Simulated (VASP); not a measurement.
# Cu (I4/mmm) in VASP: a series of runs

Runs on Cu. Level: PBE. Tasks: single point.

All numbers are computed with VASP 6.6.1; they aren't measurements. Logs are shortened: lines on timing, memory, paths and dates and some standing lists are left out, and cuts for length are marked.

### Step 1. The cell of the first run

It takes space group I4/mmm (No. 139, tetragonal). The conventional cell has a = 2.556 Å, b = 2.556 Å, c = 3.705 Å, α = 90.00°, β = 90.00°, γ = 90.00°. Within 3.4 Å of Cu (site symmetry 4/mmm) lie 12 Cu at 2.56 to 2.59 Å.

### Step 2. Single point, PBE (strain +0.000 along x and y, +0.025 along z)

The input, INCAR:

```
SYSTEM = Cu
PREC = Accurate
ENCUT = 520
EDIFF = 1E-7
ISMEAR = 0
SIGMA = 0.15
LREAL = .False.
LASPH = .True.
NELM = 80
ALGO = Normal
ISIF = 2
LWAVE = .False.
LCHARG = .True.
GGA = PE
LELF = .True.
LVHAR = .True.
NBANDS = 12
```

The input, KPOINTS:

```
regular mesh
0
Gamma
  22 22 22
  0 0 0
```

The input, POSCAR:

```
Cu
1.0
    0.0000000000      1.8075000000      1.8526875000
    1.8075000000      0.0000000000      1.8526875000
    1.8075000000      1.8075000000      0.0000000000
Cu
1
Direct
    0.0000000000      0.0000000000      0.0000000000
```

Potentials or basis: VASP PAW PBE potentials, release 64 (Cu).

On the command line:

```
cat potpaw_PBE.64/Cu/POTCAR > POTCAR
mpirun -np 1 vasp_std > vasp.out
```

OUTCAR:

```text
SYSTEM = Cu
   PREC = Accurate
   ENCUT = 520
   EDIFF = 1E-7
   ISMEAR = 0
   LREAL = .False.
   LASPH = .True.
   NELM = 80
   ISIF = 2
   GGA = PE

 ion  position               nearest neighbor table
   1  0.000  0.000  0.000-

  LATTYP: Found a body centered tetragonal cell.
 ALAT       =     2.5561910140
 C/A-ratio  =     1.4495689014

  Lattice vectors:

 A1 = (  -1.8075000000,   0.0000000000,   1.8526875000)
 A2 = (   1.8075000000,   0.0000000000,   1.8526875000)
 A3 = (   0.0000000000,   1.8075000000,  -1.8526875000)

Analysis of symmetry for initial positions (statically):
=====================================================================
 Subroutine PRICEL returns:
 Original cell was already a primitive cell.

 Routine SETGRP: Setting up the symmetry group for a
 body centered tetragonal supercell.

 Subroutine GETGRP returns: Found 16 space group operations
 (whereof 16 operations were pure point group operations)
 out of a pool of 16 trial point group operations.

The static configuration has the point symmetry D_4h.

Analysis of symmetry for dynamics (positions and initial velocities):
=====================================================================
 Subroutine PRICEL returns:
 Original cell was already a primitive cell.

 Routine SETGRP: Setting up the symmetry group for a
 body centered tetragonal supercell.

 Subroutine GETGRP returns: Found 16 space group operations
 (whereof 16 operations were pure point group operations)
 out of a pool of 16 trial point group operations.

The dynamic configuration has the point symmetry D_4h.

 Subroutine INISYM returns: Found 16 space group operations
 (whereof 16 operations are pure point group operations),
 and found     1 'primitive' translations

----------------------------------------------------------------------------------------

                                     Primitive cell

  volume of cell :      12.1057

  direct lattice vectors                    reciprocal lattice vectors
     0.000000000  1.807500000  1.852687500    -0.276625173  0.276625173  0.269878217
     1.807500000  0.000000000  1.852687500     0.276625173 -0.276625173  0.269878217
     1.807500000  1.807500000  0.000000000     0.276625173  0.276625173 -0.269878217

  length of vectors
     2.588340631  2.588340631  2.556191014     0.475265426  0.475265426  0.475265426

  position of ions in fractional coordinates (direct lattice)
     0.000000000  0.000000000  0.000000000

  ion indices of the primitive-cell ions
   primitive index   ion index
                 1           1

----------------------------------------------------------------------------------------

 KPOINTS: regular mesh

Automatic generation of k-mesh.
 Grid dimensions read from file:
 generate k-points for:   22   22   22

 Generating k-lattice:

  Cartesian coordinates                     Fractional coordinates (reciprocal lattice)
    -0.012573871  0.012573871  0.012267192     0.045454545  0.000000000  0.000000000
     0.012573871 -0.012573871  0.012267192     0.000000000  0.045454545  0.000000000
     0.012573871  0.012573871 -0.012267192     0.000000000  0.000000000  0.045454545

  Length of vectors
     0.021602974  0.021602974  0.021602974

  Shift w.r.t. Gamma in fractional coordinates (k-lattice)
     0.000000000  0.000000000  0.000000000

 Subroutine IBZKPT returns following result:
 ===========================================

 Found    834 irreducible k-points:

 Following reciprocal coordinates:
            Coordinates               Weight
  0.000000  0.000000  0.000000      1.000000
  0.045455  0.000000  0.000000      8.000000
  0.090909  0.000000  0.000000      8.000000
  0.136364  0.000000  0.000000      8.000000
  0.181818  0.000000  0.000000      8.000000
  0.227273 -0.000000  0.000000      8.000000
[... 16 lines left out ...]
  0.500000  0.045455  0.000000      8.000000
 -0.454545  0.045455  0.000000      8.000000
 [... further k-points ...]
   k-points           NKPTS =    834   k-points in BZ     NKDIM =    834   number of bands    NBANDS=     12
   number of dos      NEDOS =    301   number of ions     NIONS =      1
   total plane-waves  NPLWV =   8000
   dimension x,y,z NGX =    20 NGY =   20 NGZ =   20
   dimension x,y,z NGXF=    40 NGYF=   40 NGZF=   40
   ions per type =               1
   NGX,Y,Z   is equivalent  to a cutoff of  12.85, 12.85, 13.01 a.u.
   NGXF,Y,Z  is equivalent  to a cutoff of  25.69, 25.69, 26.01 a.u.
 SYSTEM =  Cu
   PREC   = accura    normal or accurate (medium, high low for compatibility)
   ISTART =      0    job   : 0-new  1-cont  2-samecut
   ICHARG =      2    charge: 1-file 2-atom 10-const
   ISPIN  =      1    spin polarized calculation?
   LNONCOLLINEAR =      F non collinear calculations
   LSORBIT =      F    spin-orbit coupling
   LASPH  =      T    aspherical Exc in radial PAW
   ENCUT  =  520.0 eV  38.22 Ry    6.18 a.u.   4.81  4.81  4.75*2*pi/ulx,y,z
   NELM   =     80;   NELMIN=  2; NELMDL= -5     # of ELM steps
   EDIFF  = 0.1E-06   stopping-criterion for ELM
   LREAL  =      F    real-space projection
   EDIFFG = 0.1E-05   stopping-criterion for IOM
   NSW    =      0    number of steps for IOM
   IBRION =     -1    ionic relax: 0-MD 1-quasi-New 2-CG
   NFREE  =      0    steps in history (QN), initial steepest desc. (CG)
   ISIF   =      2    stress and relaxation
   ISYM   =      2    0-nonsym 1-usesym 2-fastsym
   POTIM  = 0.5000    time-step for ionic-motion
   TEBEG  =    0.0;   TEEND  =   0.0 temperature during run
   PSTRESS=    0.0 pullay stress
   NELECT =      11.0000    total number of electrons
   NUPDOWN=      -1.0000    fix difference up-down
   EMIN   =  10.00;   EMAX   =-10.00  energy-range for DOS
   EFERMI =   0.00;   METHOD = LEGACY
   ISMEAR =     0;   SIGMA  =   0.15  broadening in eV -4-tet -1-fermi 0-gaus
   EFERMI_NEDOS =   21; number of points for ismear=-14 and -15
   IALGO  =     38    algorithm
   IMIX   =      4    mixing-type and parameters
     AMIX     =   0.40;   BMIX     =  1.00
     AMIX_MAG =   1.60;   BMIX_MAG =  1.00
  volume/ion in A,a.u.               =      12.11        81.69
  Fermi-wavevector in a.u.,A,eV,Ry     =   1.585658  2.996459 34.209273  2.514311
  Thomas-Fermi vector in A             =   2.685089
   LORBIT       =      0    0 simple, 1 ext, 2 COOP (PROOUT), +10 PAW based schemes
   GGA     = PE    functional components
   LHFCALC =     F    Hartree Fock is set to
   AEXX    =    0.0000 exact exchange contribution
   IVDW    =     0    specifies the selected vdW correction
   LEPSILON=     F    determine dielectric tensor
   LRPA    =     F    only Hartree local field effects (RPA)
 non-spin polarized calculation
 Gauss-broadening in eV      SIGMA  =   0.15
  energy-cutoff  :      520.00
  volume of cell :       12.11
 maximum number of plane-waves:       342
   NGX =  9   NGY =  9   NGZ =  9

 number of electron      10.9999994 magnetization

 Free energy of the ion-electron system (eV)
  ---------------------------------------------------
  ext. energy  EPLUGINS =         0.00000000
  ---------------------------------------------------
  free energy    TOTEN  =        -3.72928561 eV

  energy without entropy =       -3.72653383  energy(sigma->0) =       -3.72790972

 E-fermi :   7.2803     XC(G=0): -12.5830

 val. band max:        7.2787443970   @ k =   0.5000   0.1818   0.0455
 cond. band min:       7.2815395916   @ k =  -0.2727   0.2273   0.1364
 fundamental gap:      0.0027951946
 Fermi energy:         7.2802718739

 k-point     1 :       0.0000    0.0000    0.0000
  band No.  band energies     occupation
      1      -1.8813      2.00000
      2       4.2540      2.00000
      3       4.3715      2.00000
      4       4.3715      2.00000
      5       5.0622      2.00000
      6       5.1789      2.00000
      7      29.6909      0.00000
      8      32.0909      0.00000
      9      32.1635      0.00000
     10      32.1635      0.00000
     11      34.5954      0.00000
     12      34.5959      0.00000

 k-point     2 :       0.0455    0.0000    0.0000
  band No.  band energies     occupation
      1      -1.8072      2.00000
      2       4.2577      2.00000
      3       4.3663      2.00000
      4       4.3853      2.00000
      5       5.0576      2.00000
      6       5.1724      2.00000
      7      29.2788      0.00000
      8      31.0650      0.00000
      9      31.8484      0.00000
     10      31.9158      0.00000
     11      34.9550      0.00000
     12      35.0053      0.00000

 k-point     3 :       0.0909    0.0000    0.0000
  band No.  band energies     occupation
      1      -1.5865      2.00000
      2       4.2476      2.00000
      3       4.3709      2.00000
      4       4.4235      2.00000
      5       5.0477      2.00000
      6       5.1559      2.00000
      7      27.5394      0.00000
      8      30.4174      0.00000
      9      31.3046      0.00000
     10      31.4139      0.00000
     11      35.7799      0.00000
     12      35.8299      0.00000

 k-point     4 :       0.1364    0.0000    0.0000
  band No.  band energies     occupation
      1      -1.2243      2.00000
      2       4.2008      2.00000
      3       4.4036      2.00000
      4       4.4753      2.00000
      5       5.0448      2.00000
      6       5.1397      2.00000
      7      25.2432      0.00000
      8      30.1864      0.00000
      9      30.7476      0.00000
     10      30.8957      0.00000
     11      36.3150      0.00000
     12      36.7485      0.00000

 k-point     5 :       0.1818    0.0000    0.0000
  band No.  band energies     occupation
      1      -0.7311      2.00000
      2       4.1397      2.00000
      3       4.4354      2.00000
      4       4.5211      2.00000
      5       5.0687      2.00000
      6       5.1418      2.00000
      7      22.9080      0.00000
      8      29.8995      0.00000
      9      30.2923      0.00000
     10      30.4380      0.00000
     11      35.9597      0.00000
     12      36.8643      0.00000
[... 228 lines left out ...]
      1       2.0863      2.00000
      2       4.2640      2.00000
      3       4.4346      2.00000
      4       4.8235      2.00000
      5       5.5826      2.00000
      6       5.7326      2.00000
      7      13.4074      0.00000
      8      27.8031      0.00000
      9      28.2500      0.00000
     10      28.9761      0.00000
     11      32.5193      0.00000
     12      34.2208      0.00000

 k-point    22 :       0.4545    0.0455    0.0000
  band No.  band energies     occupation
      1       2.3009      2.00000
      2       4.2319      2.00000
      3       4.4003      2.00000
      4       5.2417      2.00000
      5       5.6350      2.00000
      6       6.1664      2.00000
      7      11.9171      0.00000
      8      27.3512      0.00000
      9      28.4307      0.00000
     10      28.7765      0.00000
     11      32.4864      0.00000
     12      33.5647      0.00000

 k-point    23 :       0.5000    0.0455    0.0000
  band No.  band energies     occupation
      1       2.3788      2.00000
      2       4.2192      2.00000
      3       4.3814      2.00000
      4       5.4100      2.00000
      5       5.6489      2.00000
      6       6.6395      2.00000
      7      11.0151      0.00000
      8      26.9625      0.00000
      9      28.7424      0.00000
     10      28.7433      0.00000
     11      32.5794      0.00000
     12      33.0587      0.00000

 k-point    24 :      -0.4545    0.0455    0.0000
  band No.  band energies     occupation
      1       2.3674      2.00000
      2       4.2269      2.00000
      3       4.3810      2.00000
      4       5.3941      2.00000
      5       5.6211      2.00000
      6       6.5511      2.00000
      7      11.1853      0.00000
      8      26.6843      0.00000
      9      28.8427      0.00000
     10      29.1745      0.00000
     11      32.7161      0.00000
     12      32.8055      0.00000

 [... further k-points ...]

------------------------ aborting loop because EDIFF is reached ----------------------------------------

  FORCE on cell =-STRESS in cart. coord.  units (eV):
  Direction    XX          YY          ZZ          XY          YZ          ZX
  --------------------------------------------------------------------------------------
  -------------------------------------------------------------------------------------
  Total       -0.0503512     -0.0503512     -0.1626024      0.0000000     -0.0000000     -0.0000000
  in kB       -6.6639490     -6.6639490    -21.5203201      0.0000000     -0.0000000     -0.0000000
  external PRESSURE =     -11.6160727 kB  Pullay stress =       0.0000000 kB

 VOLUME and BASIS-vectors are now :
 -----------------------------------------------------------------------------
  energy-cutoff  :      520.00
  volume of cell :       12.11
      direct lattice vectors                 reciprocal lattice vectors
     0.000000000  1.807500000  1.852687500    -0.276625173  0.276625173  0.269878217
     1.807500000  0.000000000  1.852687500     0.276625173 -0.276625173  0.269878217
     1.807500000  1.807500000  0.000000000     0.276625173  0.276625173 -0.269878217

 POSITION                                       TOTAL-FORCE (eV/Angst)
 -----------------------------------------------------------------------------------
      0.00000      0.00000      0.00000        -0.000000     -0.000000      0.000000
 -----------------------------------------------------------------------------------
    total drift:                               -0.000000     -0.000000     -0.000000

  FREE ENERGIE OF THE ION-ELECTRON SYSTEM (eV)
  ---------------------------------------------------
  free  energy   TOTEN  =        -3.7292856058 eV

  energy  without entropy=       -3.7265338284  energy(sigma->0) =       -3.72790972
```

It took 58 s on 1 thread of AMD EPYC 9R45 (Zen 5), shared host; peak memory 0.19 GiB.

What came out:

* Free energy: -3.7293 eV
* Pressure: -1.2 GPa
* Band gap on the k mesh: zero (an odd number of electrons rules out a gap without spin polarisation)

Caveat: the cell differs from its parent crystal (strain +0.000 along x and y, +0.025 along z).

### Step 3. Single point, PBE (strain +0.000 along x and y, +0.050 along z)

The input, INCAR:

```
PREC = Accurate ; ENCUT = 520
EDIFF = 1E-6 ; ISMEAR = 0
SIGMA = 0.15 ; LREAL = F
LASPH = T ; NELM = 100
ALGO = Fast ; ISIF = 2
LWAVE = F ; LCHARG = F
GGA = PE ; NBANDS = 12
```

The input, KPOINTS:

```
regular mesh
0
Gamma
  22 22 22
```

The input, POSCAR:

```
Cu
1.0
    0.0000000000      1.8075000000      1.8978750000
    1.8075000000      0.0000000000      1.8978750000
    1.8075000000      1.8075000000      0.0000000000
Cu
1
Direct
    0.0000000000      0.0000000000      0.0000000000
```

Potentials or basis: VASP PAW PBE potentials, release 64 (Cu).

On the command line:

```
cat potpaw_PBE.64/Cu/POTCAR > POTCAR
mpirun -np 1 vasp_std > vasp.out
```

It took 71 s on 1 thread of AMD EPYC 9R45 (Zen 5), shared host; peak memory 0.2 GiB.

Results (log left out):

| Quantity | Value |
| --- | --- |
| Free energy | -3.7218 eV |
| Pressure | -4.0 GPa |
| Band gap on the k mesh | zero (an odd number of electrons rules out a gap without spin polarisation) |

Stress tensor (GPa, compression positive):
```
-2.99  0.00  0.00
 0.00 -2.99  0.00
 0.00  0.00 -5.95
```

Levels at points of the mesh, in eV from the Fermi level:
```tsv
k point	band 2	band 3	band 4	band 5	band 6	band 7	band 8	band 9	band 10	band 11
(0.00, 0.00, 0.00)	-3.03	-2.80	-2.80	-2.24	-2.01	22.25	24.43	24.53	24.53	26.93
(0.50, 0.00, 0.00)	-3.02	-2.80	-1.63	-1.55	-0.85	3.53	19.70	21.62	22.13	23.64
(0.50, 0.50, 0.00)	-4.16	-1.60	-1.47	-1.47	0.90	5.96	13.47	13.47	17.72	20.20
(0.50, 0.00, 0.50)	-4.17	-1.62	-1.53	-1.38	1.88	7.20	12.30	12.43	16.80	19.14
```

Caveat: the cell differs from its parent crystal (strain +0.000 along x and y, +0.050 along z); the cell stands under tension.

### Step 4. Single point, PBE (strain +0.025 along x and y, +0.000 along z)

The input, INCAR:

```
ALGO = Fast
EDIFF = 1E-6
ENCUT = 520
GGA = PE
ISIF = 2
ISMEAR = 0
LASPH = T
LCHARG = T
LELF = T
LREAL = F
LVHAR = T
LWAVE = F
NBANDS = 12
NELM = 60
PREC = Accurate
SIGMA = 0.15
```

The input, KPOINTS:

```
k-points
0
Gamma
  22 22 22
```

The input, POSCAR:

```
Cu
1.0
    0.0000000000      1.8526875000      1.8075000000
    1.8526875000      0.0000000000      1.8075000000
    1.8526875000      1.8526875000      0.0000000000
Cu
1
Direct
    0.0000000000      0.0000000000      0.0000000000
```

On the command line:

```
cat potpaw_PBE.64/Cu/POTCAR > POTCAR
mpirun -np 1 vasp_std > vasp.out
```

It took 74 s on 1 thread of AMD EPYC 9R45 (Zen 5), shared host; peak memory 0.19 GiB.

The run converged. Its results:

- Free energy: -3.7244 eV
- Pressure: -4.1 GPa
- Band gap on the k mesh: zero (an odd number of electrons rules out a gap without spin polarisation)

Stress tensor (GPa, compression positive):
```
-4.49  0.00  0.00
 0.00 -4.49  0.00
 0.00  0.00 -3.31
```

Levels at points of the mesh, in eV from the Fermi level:
```csv
k point,band 4,band 5,band 6,band 7,band 8,band 9
"(0.00, 0.00, 0.00)",-2.80,-2.17,-2.06,22.21,24.45,24.45
"(0.50, 0.00, 0.00)",-1.61,-1.56,-0.85,3.52,20.52,20.93
"(0.50, 0.50, 0.00)",-1.45,-1.45,1.89,7.21,12.34,12.34
"(0.50, 0.00, 0.50)",-1.49,-1.42,1.37,6.57,12.88,12.93
```

Caveat: the cell differs from its parent crystal (strain +0.025 along x and y, +0.000 along z); the cell stands under tension.

### Step 5. Overview

```csv
cell,gap on the mesh (eV),pressure (GPa)
"a = 2.588, b = 2.588, c = 2.556 Å, angles 60.4, 60.4, 59.2°, 1 atom",none,-1.2
"a = 2.621, b = 2.621, c = 2.556 Å, angles 60.8, 60.8, 58.4°, 1 atom",none,-4.0
"a = 2.588, b = 2.588, c = 2.620 Å, angles 59.6, 59.6, 60.8°, 1 atom",none,-4.1
```

Alike in all rows: task single point; level PBE; potentials or basis VASP PAW PBE potentials, release 64 (Cu); no spin polarisation; k mesh 22 × 22 × 22; cutoff (eV) 520; smearing gaussian 0.15 eV.

Caveats: the cell stands under tension (at least some runs).

Absolute energies hang on the potentials; compare differences alone.
